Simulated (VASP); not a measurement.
# MnHg (Pm-3m) in VASP: further runs

The runs below take MnHg through single point, with PBE.

Program: VASP 6.6.1. These are calculated values, not measurements. Logs are shortened: lines on timing, memory, paths and dates and some standing lists are left out, and cuts for length are marked.

### Step 1. The cell of the first run

The structure is cubic, space group Pm-3m (No. 221). The conventional cell has a = 3.315 Å, b = 3.315 Å, c = 3.315 Å, α = 90.00°, β = 90.00°, γ = 90.00°. Within 3.8 Å of Mn (site symmetry m-3m) lie 8 Hg at 2.87 Å and 6 Mn at 3.31 to 3.32 Å. Within 3.8 Å of Hg (site symmetry m-3m) lie 8 Mn at 2.87 Å and 6 Hg at 3.31 Å.

### Step 2. Single point, PBE, collinear spin, ferromagnetic start

File INCAR:

```
ALGO = Normal
EDIFF = 1E-6
ENCUT = 520
GGA = PE
ISIF = 2
ISMEAR = -1
ISPIN = 2
LASPH = T
LCHARG = T
LELF = T
LMAXMIX = 4
LORBIT = 11
LREAL = F
LVHAR = T
LWAVE = F
MAGMOM = 5.05 0
NBANDS = 24
NELM = 150
NUPDOWN = 5.05
PREC = Accurate
SIGMA = 0.1
```

File KPOINTS:

```
k-points
0
Gamma
  10 10 10
```

File POSCAR:

```
MnHg
1.0
    3.3150000000      0.0000000000      0.0000000000
    0.0000000000      3.3150000000      0.0000000000
    0.0000000000      0.0000000000      3.3150000000
Mn Hg
1 1
Direct
    0.5000000000      0.5000000000      0.5000000000
    0.0000000000      0.0000000000      0.0000000000
```

Potentials or basis: VASP PAW PBE potentials, release 64 (Mn_pv, Hg).

On the command line:

```bash
cat potpaw_PBE.64/Mn_pv/POTCAR potpaw_PBE.64/Hg/POTCAR > POTCAR
mpirun -np 1 vasp_std > vasp.out
```

OUTCAR:

```text
EDIFF = 1E-6
   ENCUT = 520
   GGA = PE
   ISIF = 2
   ISMEAR = -1
   ISPIN = 2
   LASPH = T
   LORBIT = 11
   LREAL = F
   NELM = 150
   NUPDOWN = 5.05
   PREC = Accurate

 ion  position               nearest neighbor table
   1  0.500  0.500  0.500-   2 2.87   2 2.87   2 2.87   2 2.87   2 2.87   2 2.87   2 2.87   2 2.87

   2  0.000  0.000  0.000-   1 2.87   1 2.87   1 2.87   1 2.87   1 2.87   1 2.87   1 2.87   1 2.87

  LATTYP: Found a simple cubic cell.
 ALAT       =     3.3150000000

  Lattice vectors:

 A1 = (   3.3150000000,   0.0000000000,   0.0000000000)
 A2 = (   0.0000000000,   3.3150000000,   0.0000000000)
 A3 = (   0.0000000000,   0.0000000000,   3.3150000000)

Analysis of symmetry for initial positions (statically):
=====================================================================
 Subroutine PRICEL returns:
 Original cell was already a primitive cell.

 Routine SETGRP: Setting up the symmetry group for a
 simple cubic supercell.

 Subroutine GETGRP returns: Found 48 space group operations
 (whereof 48 operations were pure point group operations)
 out of a pool of 48 trial point group operations.

The static configuration has the point symmetry O_h .

Analysis of symmetry for dynamics (positions and initial velocities):
=====================================================================
 Subroutine PRICEL returns:
 Original cell was already a primitive cell.

 Routine SETGRP: Setting up the symmetry group for a
 simple cubic supercell.

 Subroutine GETGRP returns: Found 48 space group operations
 (whereof 48 operations were pure point group operations)
 out of a pool of 48 trial point group operations.

The dynamic configuration has the point symmetry O_h .

Analysis of structural, dynamic, and magnetic symmetry:
=====================================================================
 Subroutine PRICEL returns:
 Original cell was already a primitive cell.

 Routine SETGRP: Setting up the symmetry group for a
 simple cubic supercell.

 Subroutine GETGRP returns: Found 48 space group operations
 (whereof 48 operations were pure point group operations)
 out of a pool of 48 trial point group operations.

The overall configuration has the point symmetry O_h .

 Subroutine INISYM returns: Found 48 space group operations
 (whereof 48 operations are pure point group operations),
[... 113 lines left out ...]
   IALGO  =     38    algorithm
   IMIX   =      4    mixing-type and parameters
     AMIX     =   0.40;   BMIX     =  1.00
     AMIX_MAG =   1.60;   BMIX_MAG =  1.00
  volume/ion in A,a.u.               =      18.21       122.92
  Fermi-wavevector in a.u.,A,eV,Ry     =   1.444014  2.728790 28.370534  2.085175
  Thomas-Fermi vector in A             =   2.562356
   LORBIT       =     11    0 simple, 1 ext, 2 COOP (PROOUT), +10 PAW based schemes
   GGA     = PE    functional components
   LHFCALC =     F    Hartree Fock is set to
   AEXX    =    0.0000 exact exchange contribution
   IVDW    =     0    specifies the selected vdW correction
   LEPSILON=     F    determine dielectric tensor
   LRPA    =     F    only Hartree local field effects (RPA)
 spin polarized calculation
  energy-cutoff  :      520.00
  volume of cell :       36.43
 maximum number of plane-waves:       996
 NGX is ok and might be reduce to    28
   NGX = 13   NGY = 13   NGZ = 13

 number of electron      25.0000011 magnetization       5.0500005

 Free energy of the ion-electron system (eV)
  ---------------------------------------------------
  ext. energy  EPLUGINS =         0.00000000
  ---------------------------------------------------
  free energy    TOTEN  =        -7.86036691 eV

  energy without entropy =       -7.82629593  energy(sigma->0) =       -7.84333142

 E-fermi :   4.8851     XC(G=0): -11.6655

 val. band max:        7.1932692627   @ k =   0.3000   0.3000   0.0000
 cond. band min:       4.8976309857   @ k =   0.5000   0.4000   0.0000
 fundamental gap:     -2.2956382769
 Fermi energy:         7.2072753975

 spin component 1

 k-point     1 :       0.0000    0.0000    0.0000
  band No.  band energies     occupation
      1     -45.2138      1.00000
      2     -45.2138      1.00000
      3     -45.2138      1.00000
      4      -4.2914      1.00000
      5      -2.6664      1.00000
      6      -2.6664      1.00000
[... 637 lines left out ...]
     23      21.9679      0.00000
     24      22.7032      0.00000

 [... further k-points ...]

 spin component 2

 k-point     1 :       0.0000    0.0000    0.0000
  band No.  band energies     occupation
      1     -40.6586      1.00000
      2     -40.6586      1.00000
      3     -40.6586      1.00000
      4      -3.6334      1.00000
      5      -2.4602      1.00000
      6      -2.4602      1.00000
[... 637 lines left out ...]
     23      22.7407      0.00000
     24      23.8524      0.00000

 [... further k-points ...]

------------------------ aborting loop because EDIFF is reached ----------------------------------------

  FORCE on cell =-STRESS in cart. coord.  units (eV):
  Direction    XX          YY          ZZ          XY          YZ          ZX
  --------------------------------------------------------------------------------------
  -------------------------------------------------------------------------------------
  Total        2.5243175      2.5243175      2.5243175      0.0000000      0.0000000     -0.0000000
  in kB      111.0207022    111.0207022    111.0207022      0.0000000      0.0000000     -0.0000000
  external PRESSURE =     111.0207022 kB  Pullay stress =       0.0000000 kB

 VOLUME and BASIS-vectors are now :
 -----------------------------------------------------------------------------
  energy-cutoff  :      520.00
  volume of cell :       36.43
      direct lattice vectors                 reciprocal lattice vectors
     3.315000000  0.000000000  0.000000000     0.301659125  0.000000000  0.000000000
     0.000000000  3.315000000  0.000000000     0.000000000  0.301659125  0.000000000
     0.000000000  0.000000000  3.315000000     0.000000000  0.000000000  0.301659125

 POSITION                                       TOTAL-FORCE (eV/Angst)
 -----------------------------------------------------------------------------------
      1.65750      1.65750      1.65750         0.000000      0.000000      0.000000
      0.00000      0.00000      0.00000         0.000000      0.000000      0.000000
 -----------------------------------------------------------------------------------
    total drift:                                0.000000      0.000000      0.000000

  FREE ENERGIE OF THE ION-ELECTRON SYSTEM (eV)
  ---------------------------------------------------
  free  energy   TOTEN  =        -7.8603669065 eV

  energy  without entropy=       -7.8262959310  energy(sigma->0) =       -7.84333142

 total charge

# of ion       s       p       d       tot
------------------------------------------
    1        0.278   6.198   4.874  11.350
    2        0.882   0.511   9.244  10.637
--------------------------------------------------
tot          1.160   6.709  14.119  21.988

 magnetization (x)

# of ion       s       p       d       tot
------------------------------------------
    1        0.067   0.072   4.206   4.346
    2        0.042   0.068   0.098   0.207
--------------------------------------------------
tot          0.109   0.140   4.304   4.553
```

OSZICAR:

```text
N       E                     dE             d eps       ncg     rms          rms(c)
DAV:   1     0.236717775070E+03    0.23672E+03   -0.13712E+04  5424   0.117E+03
DAV:   2    -0.705092443153E+00   -0.23742E+03   -0.22491E+03  5648   0.345E+02
DAV:   3    -0.824644771935E+01   -0.75414E+01   -0.75168E+01  6256   0.692E+01
DAV:   4    -0.830009606857E+01   -0.53648E-01   -0.53644E-01  6136   0.550E+00
DAV:   5    -0.830089009558E+01   -0.79403E-03   -0.79401E-03  6480   0.611E-01    0.114E+01
DAV:   6    -0.780069245062E+01    0.50020E+00   -0.30236E+00  6032   0.161E+01    0.733E+00
DAV:   7    -0.785240280784E+01   -0.51710E-01   -0.33455E-01  5856   0.590E+00    0.490E+00
DAV:   8    -0.786374271717E+01   -0.11340E-01   -0.23934E-02  5984   0.134E+00    0.241E+00
DAV:   9    -0.786007872466E+01    0.36640E-02   -0.93266E-03  6048   0.718E-01    0.495E-01
DAV:  10    -0.786028924106E+01   -0.21052E-03   -0.82900E-04  5968   0.275E-01    0.121E-01
DAV:  11    -0.786035460893E+01   -0.65368E-04   -0.74499E-05  6080   0.658E-02    0.293E-02
DAV:  12    -0.786036518348E+01   -0.10575E-04   -0.19232E-05  6120   0.333E-02    0.144E-02
DAV:  13    -0.786036702710E+01   -0.18436E-05   -0.21241E-06  5864   0.120E-02    0.440E-03
DAV:  14    -0.786036690652E+01    0.12058E-06   -0.22118E-07  3320   0.369E-03
   1 F= -.78603669E+01 E0= -.78433314E+01  d E =-.340710E-01  mag=     5.0500
```

Wall time 1.8 min (1 thread of Intel Xeon Platinum 8488C (Sapphire Rapids), shared host); peak memory 0.22 GiB.

Results:

- Free energy: -7.8604 eV
- Pressure: 11.1 GPa
- Net moment: 5.05 μB per cell
- Site moments: Mn +4.35; Hg +0.21 μB
- Valence electrons inside the program's atomic spheres: Mn 11.35; Hg 10.64

Caveat: the cell stands under pressure; spin-orbit coupling is left out, which moves the levels of the heavy elements; the total moment is fixed, so each spin has its own Fermi level.

### Step 3. Single point, PBE, collinear spin, ferromagnetic start

File INCAR:

```
SYSTEM = MnHg
PREC = Accurate ; ENCUT = 520
EDIFF = 1E-6 ; ISMEAR = -1
SIGMA = 0.1 ; LREAL = .FALSE.
LASPH = .TRUE. ; NELM = 150
ALGO = Normal ; ISIF = 2
LWAVE = .FALSE. ; LCHARG = .FALSE.
ISPIN = 2 ; MAGMOM = 5.05 0
LORBIT = 11 ; NUPDOWN = 5.05
LMAXMIX = 4 ; GGA = PE
NBANDS = 24
```

File KPOINTS:

```
regular mesh
0
G
  10 10 10
  0 0 0
```

POSCAR is that of step 2.

Potentials or basis: VASP PAW PBE potentials, release 64 (Mn_pv, Hg).

On the command line:

```bash
cat potpaw_PBE.64/Mn_pv/POTCAR potpaw_PBE.64/Hg/POTCAR > POTCAR
mpirun -np 1 vasp_std > vasp.out
```

It took 1.7 min on 1 thread of Intel Xeon Platinum 8488C (Sapphire Rapids), shared host; peak memory 0.22 GiB.

The run converged. Its results:

| Property | Result |
| --- | --- |
| Free energy | -7.8604 eV |
| Pressure | 11.1 GPa |
| Net moment | 5.05 μB per cell |
| Site moments | Mn +4.35; Hg +0.21 μB |
| Valence electrons inside the program's atomic spheres | Mn 11.35; Hg 10.64 |

Caveat: the cell stands under pressure; spin-orbit coupling is left out, which moves the levels of the heavy elements; the total moment is fixed, so each spin has its own Fermi level.
